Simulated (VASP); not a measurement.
# Re (P6/mmm) in VASP: a series of runs, part 3 of 3

VASP 6.6.1.

## (4) Relaxation of cell and atoms, PBE

Input file INCAR:

```
  PREC = Accurate
  ENCUT = 600
  EDIFF = 1E-7
  ISMEAR = 0
  SIGMA = 0.1
  LREAL = False
  LASPH = True
  NELM = 100
  ALGO = Fast
  ISIF = 3
  LWAVE = False
  LCHARG = False
  GGA = PE
  IBRION = 2
  NSW = 90
  EDIFFG = -0.04
```

Input file KPOINTS:

```
Automatic mesh
0
Gamma
  6 6 6
```

Input file POSCAR:

```
Re
1.0
    2.7618993400      0.0000000000      0.0000000000
   -1.3809496700      2.3918749900      0.0000000000
    0.0000000000      0.0000000000      3.0428589200
Re
2
Direct
    0.3333333300      0.6666666700      0.0000000000
    0.6666666700      0.3333333300      0.0000000000
```

Potentials or basis: VASP PAW PBE potentials, release 64 (Re).

Launch:

```bash
> cat potpaw_PBE.64/Re/POTCAR > POTCAR
> mpirun -np 1 vasp_std > vasp.out
```

OUTCAR:

```text
PREC = Accurate
   ENCUT = 600
   EDIFF = 1E-7
   ISMEAR = 0
   LREAL = False
   LASPH = True
   NELM = 100
   ISIF = 3
   GGA = PE
   IBRION = 2
   NSW = 90
   EDIFFG = -0.04

 ion  position               nearest neighbor table
   1  0.333  0.667  0.000-   2 1.59   2 1.59   2 1.59   2 3.19   2 3.19   2 3.19   2 3.44   2 3.44
                             2 3.44   2 3.44   2 3.44   2 3.44
   2  0.667  0.333  0.000-   1 1.59   1 1.59   1 1.59   1 3.19   1 3.19   1 3.19   1 3.44   1 3.44
                             1 3.44   1 3.44   1 3.44   1 3.44

 -----------------------------------------------------------------------------
|                                                                             |
|           W    W    AA    RRRRR   N    N  II  N    N   GGGG   !!!           |
|           W    W   A  A   R    R  NN   N  II  NN   N  G    G  !!!           |
|           W    W  A    A  R    R  N N  N  II  N N  N  G       !!!           |
|           W WW W  AAAAAA  RRRRR   N  N N  II  N  N N  G  GGG   !            |
|           WW  WW  A    A  R   R   N   NN  II  N   NN  G    G                |
|           W    W  A    A  R    R  N    N  II  N    N   GGGG   !!!           |
|                                                                             |
|     The distance between some ions is very small. Please check the          |
|     nearest-neighbor list in the OUTCAR file.                               |
|     I HOPE YOU KNOW WHAT YOU ARE DOING!                                     |
|                                                                             |
 -----------------------------------------------------------------------------

  LATTYP: Found a hexagonal cell.
 ALAT       =     2.7618993400
 C/A-ratio  =     1.1017269442

  Lattice vectors:

 A1 = (   2.7618993400,   0.0000000000,   0.0000000000)
 A2 = (  -1.3809496700,   2.3918749900,   0.0000000000)
 A3 = (   0.0000000000,   0.0000000000,   3.0428589200)

Analysis of symmetry for initial positions (statically):
=====================================================================
 Subroutine PRICEL returns:
 Original cell was already a primitive cell.

 Routine SETGRP: Setting up the symmetry group for a
 hexagonal supercell.

 Subroutine GETGRP returns: Found 24 space group operations
 (whereof 24 operations were pure point group operations)
 out of a pool of 24 trial point group operations.

The static configuration has the point symmetry D_6h.

Analysis of symmetry for dynamics (positions and initial velocities):
=====================================================================
[... 159 lines left out ...]
  free energy    TOTEN  =        21.20910076 eV

  energy without entropy =       21.22122587  energy(sigma->0) =       21.21516332

 E-fermi :  14.6067     XC(G=0): -15.0192

 val. band max:       14.5716142850   @ k =   0.1667   0.0000   0.1667
 cond. band min:      14.6236602973   @ k =   0.3333   0.1667   0.1667
 fundamental gap:      0.0520460123
 Fermi energy:        14.6066785934
[... 741 lines left out ...]
  band No.  band energies     occupation
      1      -2.6022      2.00000
      2      -2.4055      2.00000
      3      -2.2387      2.00000
      4      -1.5947      2.00000
      5      -1.5465      2.00000
      6      -1.0564      2.00000
      7       1.1889      0.00000
      8       1.8417      0.00000
      9       2.2742      0.00000
     10       2.8845      0.00000
     11       3.4074      0.00000

 [... further k-points ...]

------------------------ aborting loop EDIFF was not reached (unconverged)  ----------------------------

  FORCE on cell =-STRESS in cart. coord.  units (eV):
  Direction    XX          YY          ZZ          XY          YZ          ZX
  --------------------------------------------------------------------------------------
  -------------------------------------------------------------------------------------
  Total      -36.4342090    -36.4342090    -18.8086480      0.0000000      0.0000000      0.0000000
  in kB     -603.1626168   -603.1626156   -311.3742179      0.0000000      0.0000000      0.0000000
  external PRESSURE =    -505.8998168 kB  Pullay stress =       0.0000000 kB
[... 698 lines left out ...]
  band No.  band energies     occupation
      1      -0.6857      2.00000
      2      -0.1643      2.00000
      3       0.0327      2.00000
      4       0.0496      2.00000
      5       0.4977      2.00000
      6       1.9778      2.00000
      7       3.9966      0.00000
      8       5.2601      0.00000
      9       5.5214      0.00000
     10       6.4860      0.00000
     11       6.8592      0.00000

 [... further k-points ...]

[... ionic steps 4 to 17 ...]

--------------------------------------- Ionic step       18  -------------------------------------------

 number of electron      13.9999992 magnetization

------------------------ aborting loop because EDIFF is reached ----------------------------------------
[... 67 lines left out ...]
--------------------------------------- Ionic step       20  -------------------------------------------

 number of electron      13.9999992 magnetization

 Free energy of the ion-electron system (eV)
  ---------------------------------------------------
  ext. energy  EPLUGINS =         0.00000000
  ---------------------------------------------------
  free energy    TOTEN  =       -22.17275282 eV

  energy without entropy =      -22.16202243  energy(sigma->0) =      -22.16738762

 E-fermi :   4.7972     XC(G=0): -11.4443

 val. band max:        4.7928999430   @ k =   0.3333   0.3333   0.0000
 cond. band min:       4.8420336599   @ k =   0.0000   0.0000   0.3333
 fundamental gap:      0.0491337169
 Fermi energy:         4.7972107134
[... 365 lines left out ...]
  FREE ENERGIE OF THE ION-ELECTRON SYSTEM (eV)
  ---------------------------------------------------
  free  energy   TOTEN  =       -22.1727528156 eV

  energy  without entropy=      -22.1620224314  energy(sigma->0) =      -22.16738762

 reached required accuracy - stopping structural energy minimisation
```

OSZICAR:

```text
N       E                     dE             d eps       ncg     rms          rms(c)
DAV:   1     0.840244361127E+02    0.84024E+02   -0.83226E+03  1105   0.208E+03
DAV:   2     0.239818042116E+02   -0.60043E+02   -0.49820E+02   978   0.436E+02
DAV:   3     0.188140835576E+02   -0.51677E+01   -0.45255E+01  1012   0.271E+02
[... 642 lines left out ...]
       N       E                     dE             d eps       ncg     rms          rms(c)
DAV:   1    -0.221716018199E+02   -0.51064E-03   -0.17716E-02  1040   0.366E+00    0.190E-01
RMM:   2    -0.221712498288E+02    0.35199E-03   -0.17957E-04   741   0.377E-01    0.442E-02
RMM:   3    -0.221711931812E+02    0.56648E-04   -0.42769E-04   862   0.268E-01    0.508E-02
RMM:   4    -0.221712006419E+02   -0.74607E-05   -0.69477E-05   894   0.103E-01    0.747E-03
RMM:   5    -0.221712015560E+02   -0.91407E-06   -0.19404E-05   918   0.367E-02    0.372E-03
RMM:   6    -0.2217120
```

Run time: 4.6 min. Hardware: 1 thread of Intel Xeon Platinum 8488C (Sapphire Rapids), shared host; peak memory 0.15 GiB.

What came out:

```yaml
Free_energy: -22.1728 eV
Relaxed_volume: 20.44 Å³/atom
Relaxed_cell: a = 4.439 Å, b = 4.439 Å, c = 2.396 Å, α = 90.00°, β = 90.00°, γ = 120.00°
Space_group_after_relaxing_to_0.05_Å: P6/mmm (No. 191)
Energy_gained_by_relaxing: 21690.9 meV/atom
Ionic_steps: 20
Pressure_after_relaxing: 0.0 GPa
Band_gap_on_the_k_mesh: zero (band 7 reaches 6.07 eV, above the bottom of band 8 at 4.25 eV)
```

Step by step:
```
step  energy change (eV)  largest force (eV/Å)  pressure (GPa)  volume (Å³)
   1              0.0000                0.0000          646.62        20.10
   2             32.6688                0.0000          -22.31       359.69
   3            -29.8464                0.0000          -50.59        96.78
   4            -37.3750                0.0000          -36.44        72.46
   5            -41.3216                0.0000          -26.82        54.07
   6            -37.6079                0.0000           90.83        34.84
   7            -41.9941                0.0000          -19.61        49.81
   8            -42.1255                0.0000           -8.24        46.17
   9            -42.2260                0.0000          -11.63        46.93
  10            -43.1863                0.0000           10.50        38.75
  11            -43.1875                0.0000           11.52        38.59
  12            -43.2580                0.0000           -4.94        42.62
  13            -43.3802                0.0000           -0.56        40.93
  14            -43.3803                0.0000           -0.76        40.97
  15            -43.3802                0.0000           -1.62        41.19
  16            -43.3804                0.0000           -0.94        41.02
  17            -43.3804                0.0000           -1.35        41.12
  18            -43.3805                0.0000           -1.13        41.07
  19            -43.3788                0.0000            1.62        40.63
  20            -43.3819                0.0000           -0.01        40.88
```

Final structure:
```
CELL_PARAMETERS angstrom
4.43875 0.00000 0.00000
-2.21937 3.84407 0.00000
0.00000 0.00000 2.39570
ATOMIC_POSITIONS crystal
Re 0.33333 0.66667 0.00000
Re 0.66667 0.33333 0.00000
```

Caveat: the k points lie up to 0.44 Å⁻¹ apart in the final cell; the volume moved by over 15 % at a fixed basis, so the end points are rough; spin-orbit coupling is left out, which moves the levels of the heavy elements.

## (5) Single point, PBE, collinear spin, ferromagnetic start

This run uses another cell than the first one, of 20.51 Å³/atom, 2.041 times its volume.

Input file INCAR:

```
  ALGO = Fast
  EDIFF = 1E-6
  ENCUT = 520
  GGA = PE
  ISIF = 2
  ISMEAR = 0
  ISPIN = 2
  LASPH = True
  LCHARG = True
  LELF = True
  LMAXMIX = 4
  LORBIT = 11
  LREAL = False
  LVHAR = True
  LWAVE = False
  MAGMOM = 1 1
  NBANDS = 18
  NELM = 150
  PREC = Accurate
  SIGMA = 0.1
```

Input file KPOINTS:

```
k-points
0
Gamma
  6 6 8
```

Input file POSCAR:

```
Re
1.0
    4.3959678876      0.0000000000      0.0000000000
   -2.1979839438      3.8070198649      0.0000000000
    0.0000000000      0.0000000000      2.4514798196
Re
2
Direct
    0.3333333333      0.6666666667      0.0000000000
    0.6666666667      0.3333333333      0.0000000000
```

Launch:

```bash
> cat potpaw_PBE.64/Re/POTCAR > POTCAR
> mpirun -np 1 vasp_std > vasp.out
```

Run time: 51 s. Hardware: 1 thread of Intel Xeon Platinum 8488C (Sapphire Rapids), shared host; peak memory 0.19 GiB.

Results (log left out):

```
Free energy                                           : -22.1335 eV
Pressure                                              : 1.0 GPa
Band gap on the k mesh                                : zero (filled and empty bands overlap)
Net moment                                            : 0.00 μB per cell
Valence electrons inside the program's atomic spheres : Re 6.15
```

Stress tensor (GPa, compression positive):
```
0.63 0.00 0.00
0.00 0.63 0.00
0.00 0.00 1.74
```

Levels at points of the mesh, in eV from the Fermi level:
Spin up:
```csv
k point,band 4,band 5,band 6,band 7,band 8,band 9,band 10,band 11
"(0.00, 0.00, 0.00)",-2.27,-2.27,-2.13,-2.13,1.64,1.64,3.85,3.85
"(0.50, 0.00, 0.00)",-4.10,-3.59,-2.33,1.40,1.54,2.00,2.01,3.28
"(0.00, 0.00, 0.50)",-1.62,-1.62,-0.60,-0.60,-0.24,-0.24,0.58,6.94
"(0.50, 0.00, 0.50)",-2.89,-2.23,-2.21,-0.68,1.75,2.75,4.38,5.10
```
Spin down:
| k point | band 4 | band 5 | band 6 | band 7 | band 8 | band 9 | band 10 | band 11 |
| --- | --- | --- | --- | --- | --- | --- | --- | --- |
| (0.00, 0.00, 0.00) | -2.27 | -2.27 | -2.13 | -2.13 | 1.64 | 1.64 | 3.85 | 3.85 |
| (0.50, 0.00, 0.00) | -4.10 | -3.59 | -2.33 | 1.40 | 1.54 | 2.00 | 2.00 | 3.28 |
| (0.00, 0.00, 0.50) | -1.62 | -1.62 | -0.60 | -0.60 | -0.24 | -0.24 | 0.58 | 6.94 |
| (0.50, 0.00, 0.50) | -2.89 | -2.23 | -2.21 | -0.68 | 1.75 | 2.75 | 4.38 | 5.10 |

Caveat: spin-orbit coupling is left out, which moves the levels of the heavy elements.

## (6) Single point, PBE

This run uses another cell than the first one, of 20.67 Å³/atom, 2.056 times its volume.

Input file INCAR:

```
SYSTEM = Re
ALGO = Normal
EDIFF = 1E-7
ENCUT = 520
GGA = PE
ISIF = 2
ISMEAR = 0
LASPH = .TRUE.
LCHARG = .TRUE.
LELF = .TRUE.
LREAL = .FALSE.
LVHAR = .TRUE.
LWAVE = .FALSE.
NBANDS = 14
NELM = 100
PREC = Accurate
SIGMA = 0.1
```

Input file KPOINTS:

```
k-points
0
G
  12 12 22
  0 0 0
```

Input file POSCAR:

```
Re
1.0
    4.4096034189      0.0000000000      0.0000000000
   -2.2048017095      3.8188285814      0.0000000000
    0.0000000000      0.0000000000      2.4544777095
Re
2
Direct
    0.3333333333      0.6666666667      0.0000000000
    0.6666666667      0.3333333333      0.0000000000
```

Potentials or basis: VASP PAW PBE potentials, release 64 (Re).

Launch:

```bash
> cat potpaw_PBE.64/Re/POTCAR > POTCAR
> mpirun -np 1 vasp_std > vasp.out
```

It took 88 s on 1 thread of Intel Xeon Platinum 8488C (Sapphire Rapids), shared host; peak memory 0.25 GiB.

Results (log left out):

```yaml
Free_energy: -22.1499 eV
Pressure: -1.4 GPa
Band_gap_on_the_k_mesh: zero (band 7 reaches 5.98 eV, above the bottom of band 8 at 3.85 eV)
```

Stress tensor (GPa, compression positive):
```
-1.01  0.00  0.00
 0.00 -1.01  0.00
 0.00  0.00 -2.17
```

Levels at points of the mesh, in eV from the Fermi level:
| k point | band 5 | band 6 | band 7 | band 8 | band 9 | band 10 |
| --- | --- | --- | --- | --- | --- | --- |
| (0.00, 0.00, 0.00) | -2.32 | -2.21 | -2.21 | 1.53 | 1.53 | 3.69 |
| (0.50, 0.00, 0.00) | -3.63 | -2.40 | 1.30 | 1.44 | 1.89 | 1.90 |
| (0.00, 0.00, 0.50) | -1.74 | -0.67 | -0.67 | -0.30 | -0.30 | 0.49 |
| (0.50, 0.00, 0.50) | -2.29 | -2.25 | -0.82 | 1.66 | 2.64 | 4.25 |

Caveat: spin-orbit coupling is left out, which moves the levels of the heavy elements.

## (7) The runs side by side

| task | spin | cell | k mesh | cutoff (eV) | gap on the mesh (eV) | pressure (GPa) |
| --- | --- | --- | --- | --- | --- | --- |
| single point | off | a = 4.396, b = 4.396, c = 2.451 Å, angles 90.0, 90.0, 120.0°, 2 atoms | 6 × 6 × 6 | 520 | none | -1.3 |
| relaxation of cell and atoms | off | relaxed from a = 2.762, b = 2.762, c = 3.043 Å, angles 90.0, 90.0, 120.0°, 2 atoms | 6 × 6 × 6 | 600 | none | 0.0 |
| single point | collinear, ferromagnetic start | a = 4.396, b = 4.396, c = 2.451 Å, angles 90.0, 90.0, 120.0°, 2 atoms | 6 × 6 × 8 | 520 | none | 1.0 |
| single point | off | a = 4.410, b = 4.410, c = 2.454 Å, angles 90.0, 90.0, 120.0°, 2 atoms | 12 × 12 × 22 | 520 | none | -1.4 |

Alike in all rows: level PBE; potentials or basis VASP PAW PBE potentials, release 64 (Re); smearing gaussian 0.1 eV.

Caveats: some runs use coarse meshes; spin-orbit coupling is left out, which moves the levels of the heavy elements; the volume moved by over 15 % at a fixed basis, so the end points are rough (some runs).

Total energies depend on the potentials used, so only differences within one code and one set of settings carry meaning.
